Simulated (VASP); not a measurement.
# GaSb (I-4m2) in VASP: a series of runs

The runs below take GaSb through single point, with PBEsol.

Everything below comes from runs of VASP 6.6.1. Logs are shortened: lines on timing, memory, paths and dates and some standing lists are left out, and cuts for length are marked.

### 1 The cell of the first run

It takes space group I-4m2 (No. 119, tetragonal). The conventional cell has a = 4.326 Å, b = 4.326 Å, c = 5.843 Å, α = 90.00°, β = 90.00°, γ = 90.00°. Ga (site symmetry -4m2) has 4 Sb at 2.61 Å within 3.4 Å. Within 3.4 Å of Sb (site symmetry -4m2) lie 4 Ga at 2.61 Å.

### 2 Single point, PBEsol (strain -0.0450 x Voigt [1, 0, 0, 0, 0, 0])

Input file INCAR:

```
SYSTEM = GaSb
PREC = Accurate ; ENCUT = 520
EDIFF = 1E-7 ; ISMEAR = 0
SIGMA = 0.15 ; LREAL = .FALSE.
LASPH = .TRUE. ; NELM = 100
ALGO = Normal ; ISIF = 2
LWAVE = .FALSE. ; LCHARG = .TRUE.
GGA = PS ; LELF = .TRUE.
LVHAR = .TRUE. ; NBANDS = 16
```

Input file KPOINTS:

```
regular mesh
0
G
  14 14 14
  0 0 0
```

Input file POSCAR:

```
GaSb
1.0
    0.0000000000      3.0590000000      3.0590000000
    2.9213450000      0.0000000000      3.0590000000
    2.9213450000      3.0590000000      0.0000000000
Ga Sb
1 1
Direct
    0.0000000000      0.0000000000      0.0000000000
    0.7500000000      0.7500000000      0.7500000000
```

Potentials or basis: VASP PAW PBE potentials, release 64 (Ga_d, Sb).

Launch:

```
cat potpaw_PBE.64/Ga_d/POTCAR potpaw_PBE.64/Sb/POTCAR > POTCAR
mpirun -np 1 vasp_std > vasp.out
```

OUTCAR:

```text
SYSTEM = GaSb
   PREC = Accurate
   ENCUT = 520
   EDIFF = 1E-7
   ISMEAR = 0
   LREAL = .FALSE.
   LASPH = .TRUE.
   NELM = 100
   ISIF = 2
   GGA = PS

 ion  position               nearest neighbor table
   1  0.000  0.000  0.000-   2 2.61   2 2.61   2 2.61   2 2.61
   2  0.750  0.750  0.750-   1 2.61   1 2.61   1 2.61   1 2.61

  LATTYP: Found a body centered tetragonal cell.
 ALAT       =     4.3260792873
 C/A-ratio  =     1.3505739521

  Lattice vectors:

 A1 = (  -2.9213450000,   0.0000000000,  -3.0590000000)
 A2 = (  -2.9213450000,   0.0000000000,   3.0590000000)
 A3 = (   2.9213450000,   3.0590000000,   0.0000000000)

Analysis of symmetry for initial positions (statically):
=====================================================================
 Subroutine PRICEL returns:
 Original cell was already a primitive cell.

 Routine SETGRP: Setting up the symmetry group for a
 body centered tetragonal supercell.

 Subroutine GETGRP returns: Found  8 space group operations
 (whereof  8 operations were pure point group operations)
 out of a pool of 16 trial point group operations.

The static configuration has the point symmetry D_2d.

Analysis of symmetry for dynamics (positions and initial velocities):
=====================================================================
 Subroutine PRICEL returns:
 Original cell was already a primitive cell.

 Routine SETGRP: Setting up the symmetry group for a
 body centered tetragonal supercell.

 Subroutine GETGRP returns: Found  8 space group operations
 (whereof  8 operations were pure point group operations)
 out of a pool of 16 trial point group operations.

The dynamic configuration has the point symmetry D_2d.

 Subroutine INISYM returns: Found  8 space group operations
 (whereof  8 operations are pure point group operations),
 and found     1 'primitive' translations

----------------------------------------------------------------------------------------

                                     Primitive cell

  volume of cell :      54.6729

  direct lattice vectors                    reciprocal lattice vectors
     0.000000000  3.059000000  3.059000000    -0.171154040  0.163452109  0.163452109
     2.921345000  0.000000000  3.059000000     0.171154040 -0.163452109  0.163452109
     2.921345000  3.059000000  0.000000000     0.171154040  0.163452109 -0.163452109

  length of vectors
     4.326079287  4.229862599  4.229862599     0.287622824  0.287622824  0.287622824

  position of ions in fractional coordinates (direct lattice)
     0.000000000  0.000000000  0.000000000
     0.750000000  0.750000000  0.750000000

  ion indices of the primitive-cell ions
   primitive index   ion index
                 1           1
                 2           2

----------------------------------------------------------------------------------------

 KPOINTS: regular mesh

Automatic generation of k-mesh.
 Grid dimensions read from file:
 generate k-points for:   14   14   14

 Generating k-lattice:

  Cartesian coordinates                     Fractional coordinates (reciprocal lattice)
    -0.012225289  0.011675151  0.011675151     0.071428571  0.000000000  0.000000000
     0.012225289 -0.011675151  0.011675151     0.000000000  0.071428571  0.000000000
     0.012225289  0.011675151 -0.011675151     0.000000000  0.000000000  0.071428571

  Length of vectors
     0.020544487  0.020544487  0.020544487

  Shift w.r.t. Gamma in fractional coordinates (k-lattice)
     0.000000000  0.000000000  0.000000000

 Subroutine IBZKPT returns following result:
 ===========================================

 Found    244 irreducible k-points:

 Following reciprocal coordinates:
            Coordinates               Weight
  0.000000  0.000000  0.000000      1.000000
  0.071429  0.000000  0.000000      8.000000
  0.142857  0.000000  0.000000      8.000000
  0.214286  0.000000  0.000000      8.000000
  0.285714  0.000000  0.000000      8.000000
  0.357143 -0.000000 -0.000000      8.000000
[... 16 lines left out ...]
  0.214286  0.142857  0.000000     16.000000
  0.285714  0.142857  0.000000     16.000000
 [... further k-points ...]
   k-points           NKPTS =    244   k-points in BZ     NKDIM =    244   number of bands    NBANDS=     16
   number of dos      NEDOS =    301   number of ions     NIONS =      2
   total plane-waves  NPLWV =  32768
   dimension x,y,z NGX =    32 NGY =   32 NGZ =   32
   dimension x,y,z NGXF=    64 NGYF=   64 NGZF=   64
   ions per type =               1   1
   NGX,Y,Z   is equivalent  to a cutoff of  12.30, 12.58, 12.58 a.u.
   NGXF,Y,Z  is equivalent  to a cutoff of  24.59, 25.15, 25.15 a.u.
 SYSTEM =  GaSb
   PREC   = accura    normal or accurate (medium, high low for compatibility)
   ISTART =      0    job   : 0-new  1-cont  2-samecut
   ICHARG =      2    charge: 1-file 2-atom 10-const
   ISPIN  =      1    spin polarized calculation?
   LNONCOLLINEAR =      F non collinear calculations
   LSORBIT =      F    spin-orbit coupling
   LASPH  =      T    aspherical Exc in radial PAW
   ENCUT  =  520.0 eV  38.22 Ry    6.18 a.u.   8.04  7.86  7.86*2*pi/ulx,y,z
   NELM   =    100;   NELMIN=  2; NELMDL= -5     # of ELM steps
   EDIFF  = 0.1E-06   stopping-criterion for ELM
   LREAL  =      F    real-space projection
   EDIFFG = 0.1E-05   stopping-criterion for IOM
   NSW    =      0    number of steps for IOM
   IBRION =     -1    ionic relax: 0-MD 1-quasi-New 2-CG
   NFREE  =      0    steps in history (QN), initial steepest desc. (CG)
   ISIF   =      2    stress and relaxation
   ISYM   =      2    0-nonsym 1-usesym 2-fastsym
   POTIM  = 0.5000    time-step for ionic-motion
   TEBEG  =    0.0;   TEEND  =   0.0 temperature during run
   PSTRESS=    0.0 pullay stress
   NELECT =      18.0000    total number of electrons
   NUPDOWN=      -1.0000    fix difference up-down
   EMIN   =  10.00;   EMAX   =-10.00  energy-range for DOS
   EFERMI =   0.00;   METHOD = LEGACY
   ISMEAR =     0;   SIGMA  =   0.15  broadening in eV -4-tet -1-fermi 0-gaus
   EFERMI_NEDOS =   21; number of points for ismear=-14 and -15
   IALGO  =     38    algorithm
   IMIX   =      4    mixing-type and parameters
     AMIX     =   0.40;   BMIX     =  1.00
     AMIX_MAG =   1.60;   BMIX_MAG =  1.00
  volume/ion in A,a.u.               =      27.34       184.48
  Fermi-wavevector in a.u.,A,eV,Ry     =   1.130425  2.136193 17.386348  1.277861
  Thomas-Fermi vector in A             =   2.267121
   LORBIT       =      0    0 simple, 1 ext, 2 COOP (PROOUT), +10 PAW based schemes
   GGA     = PS    functional components
   LHFCALC =     F    Hartree Fock is set to
   AEXX    =    0.0000 exact exchange contribution
   IVDW    =     0    specifies the selected vdW correction
   LEPSILON=     F    determine dielectric tensor
   LRPA    =     F    only Hartree local field effects (RPA)
 non-spin polarized calculation
 Gauss-broadening in eV      SIGMA  =   0.15
  energy-cutoff  :      520.00
  volume of cell :       54.67
 maximum number of plane-waves:      1492
   NGX = 17   NGY = 15   NGZ = 15

 number of electron      17.9999999 magnetization

 Free energy of the ion-electron system (eV)
  ---------------------------------------------------
  ext. energy  EPLUGINS =         0.00000000
  ---------------------------------------------------
  free energy    TOTEN  =        -8.12650779 eV

  energy without entropy =       -8.12636761  energy(sigma->0) =       -8.12643770

 E-fermi :   5.4346     XC(G=0):  -9.4709

 val. band max:        5.3834515061   @ k =   0.0000   0.0000   0.0000
 cond. band min:       5.5205119541   @ k =   0.0000   0.0000   0.0000
 fundamental gap:      0.1370604480
 Fermi energy:         5.4346115152

 k-point     1 :       0.0000    0.0000    0.0000
  band No.  band energies     occupation
      1      -9.8841      2.00000
      2      -9.8841      2.00000
      3      -9.8785      2.00000
      4      -9.8271      2.00000
      5      -9.8225      2.00000
      6      -6.6189      2.00000
[... 8 lines left out ...]
     15      13.5126      0.00000
     16      14.2100      0.00000

 k-point     2 :       0.0714    0.0000    0.0000
  band No.  band energies     occupation
      1      -9.8852      2.00000
      2      -9.8834      2.00000
      3      -9.8785      2.00000
      4      -9.8272      2.00000
      5      -9.8226      2.00000
      6      -6.5630      2.00000
[... 8 lines left out ...]
     15      13.0928      0.00000
     16      13.5709      0.00000

 k-point     3 :       0.1429    0.0000    0.0000
  band No.  band energies     occupation
      1      -9.8894      2.00000
      2      -9.8813      2.00000
      3      -9.8773      2.00000
      4      -9.8275      2.00000
      5      -9.8227      2.00000
      6      -6.3977      2.00000
[... 8 lines left out ...]
     15      12.6739      0.00000
     16      13.0735      0.00000

 k-point     4 :       0.2143    0.0000    0.0000
  band No.  band energies     occupation
      1      -9.8961      2.00000
      2      -9.8785      2.00000
      3      -9.8748      2.00000
      4      -9.8279      2.00000
      5      -9.8226      2.00000
      6      -6.1305      2.00000
[... 8 lines left out ...]
     15      12.5973      0.00000
     16      12.9739      0.00000
[... 324 lines left out ...]
 k-point    22 :       0.1429    0.1429    0.0000
  band No.  band energies     occupation
      1      -9.8953      2.00000
      2      -9.8783      2.00000
      3      -9.8737      2.00000
      4      -9.8274      2.00000
      5      -9.8233      2.00000
      6      -6.3304      2.00000
[... 8 lines left out ...]
     15      12.2802      0.00000
     16      14.2212      0.00000

 k-point    23 :       0.2143    0.1429    0.0000
  band No.  band energies     occupation
      1      -9.9007      2.00000
      2      -9.8755      2.00000
      3      -9.8715      2.00000
      4      -9.8279      2.00000
      5      -9.8234      2.00000
      6      -6.1353      2.00000
[... 8 lines left out ...]
     15      12.9766      0.00000
     16      14.0605      0.00000

 k-point    24 :       0.2857    0.1429    0.0000
  band No.  band energies     occupation
      1      -9.9064      2.00000
      2      -9.8729      2.00000
      3      -9.8691      2.00000
      4      -9.8285      2.00000
      5      -9.8233      2.00000
      6      -5.8434      2.00000
[... 8 lines left out ...]
     15      13.5125      0.00000
     16      14.1299      0.00000

 [... further k-points ...]

------------------------ aborting loop because EDIFF is reached ----------------------------------------

  FORCE on cell =-STRESS in cart. coord.  units (eV):
  Direction    XX          YY          ZZ          XY          YZ          ZX
  --------------------------------------------------------------------------------------
  -------------------------------------------------------------------------------------
  Total        1.2815652      0.6489832      0.6489832      0.0000000      0.0000000      0.0000000
  in kB       37.5560145     19.0183238     19.0183238      0.0000000      0.0000000      0.0000000
  external PRESSURE =      25.1975541 kB  Pullay stress =       0.0000000 kB

 VOLUME and BASIS-vectors are now :
 -----------------------------------------------------------------------------
  energy-cutoff  :      520.00
  volume of cell :       54.67
      direct lattice vectors                 reciprocal lattice vectors
     0.000000000  3.059000000  3.059000000    -0.171154040  0.163452109  0.163452109
     2.921345000  0.000000000  3.059000000     0.171154040 -0.163452109  0.163452109
     2.921345000  3.059000000  0.000000000     0.171154040  0.163452109 -0.163452109

 POSITION                                       TOTAL-FORCE (eV/Angst)
 -----------------------------------------------------------------------------------
      0.00000      0.00000      0.00000        -0.000000      0.000000      0.000000
      4.38202      4.58850      4.58850         0.000000     -0.000000     -0.000000
 -----------------------------------------------------------------------------------
    total drift:                               -0.000001     -0.000001     -0.000001

  FREE ENERGIE OF THE ION-ELECTRON SYSTEM (eV)
  ---------------------------------------------------
  free  energy   TOTEN  =        -8.1265077934 eV

  energy  without entropy=       -8.1263676108  energy(sigma->0) =       -8.12643770
```

Run time: 1.9 min. Hardware: 1 thread of AMD EPYC 7R13 (Zen 3), shared host; peak memory 0.32 GiB.

Results:

- Free energy: -8.1265 eV
- Pressure: 2.5 GPa
- Band gap on the k mesh: 0.14 eV

Caveat: the cell differs from its parent crystal (strain -0.0450 x Voigt [1, 0, 0, 0, 0, 0]); semilocal functionals underestimate gaps, and a narrow one can read as zero; the PAW data sets were made with another functional, which shifts forces and pressure a little; spin-orbit coupling is left out, which moves the levels of the heavy elements.

### 3 Single point, PBEsol (strain -0.0300 x Voigt [1, 0, 0, 0, 0, 0])

Input file INCAR:

```
PREC = Accurate ; ENCUT = 520
EDIFF = 1E-6 ; ISMEAR = 0
SIGMA = 0.15 ; LREAL = F
LASPH = T ; NELM = 100
ALGO = Normal ; ISIF = 2
LWAVE = F ; LCHARG = F
GGA = PS ; NBANDS = 16
```

Input file KPOINTS:

```
regular mesh
0
Gamma
  14 14 14
```

Input file POSCAR:

```
GaSb
1.0
    0.0000000000      3.0590000000      3.0590000000
    2.9672300000      0.0000000000      3.0590000000
    2.9672300000      3.0590000000      0.0000000000
Ga Sb
1 1
Direct
    0.0000000000      0.0000000000      0.0000000000
    0.7500000000      0.7500000000      0.7500000000
```

Potentials or basis: VASP PAW PBE potentials, release 64 (Ga_d, Sb).

Launch:

```
cat potpaw_PBE.64/Ga_d/POTCAR potpaw_PBE.64/Sb/POTCAR > POTCAR
mpirun -np 1 vasp_std > vasp.out
```

Wall time 2 min (1 thread of AMD EPYC 7R13 (Zen 3), shared host); peak memory 0.32 GiB.

The run converged. Its results:

```
Free energy            : -8.1431 eV
Pressure               : 1.6 GPa
Band gap on the k mesh : 0.09 eV
```

Stress tensor (GPa, compression positive):
```
2.44 0.00 0.00
0.00 1.17 0.00
0.00 0.00 1.17
```

Levels at points of the mesh, in eV from the valence-band top:
| k point | band 5 | band 6 | band 7 | band 8 | band 9 | band 10 | band 11 | band 12 | band 13 | band 14 |
| --- | --- | --- | --- | --- | --- | --- | --- | --- | --- | --- |
| (0.00, 0.00, 0.00) | -15.12 | -11.83 | -0.17 | -0.17 | 0.00 | 0.09 | 2.58 | 2.67 | 2.67 | 5.54 |
| (0.50, 0.00, 0.00) | -15.12 | -10.12 | -6.66 | -1.44 | -1.21 | 0.28 | 3.51 | 3.71 | 6.19 | 9.24 |
| (0.50, 0.50, 0.00) | -15.12 | -9.29 | -7.14 | -2.76 | -2.73 | 0.77 | 1.05 | 8.68 | 8.71 | 10.03 |
| (0.00, 0.50, 0.50) | -15.11 | -9.17 | -6.99 | -2.93 | -2.93 | 0.53 | 0.86 | 8.76 | 8.76 | 10.17 |

Caveat: the cell differs from its parent crystal (strain -0.0300 x Voigt [1, 0, 0, 0, 0, 0]); semilocal functionals underestimate gaps, and a narrow one can read as zero; the PAW data sets were made with another functional, which shifts forces and pressure a little; spin-orbit coupling is left out, which moves the levels of the heavy elements. A k mesh can miss the band edges.
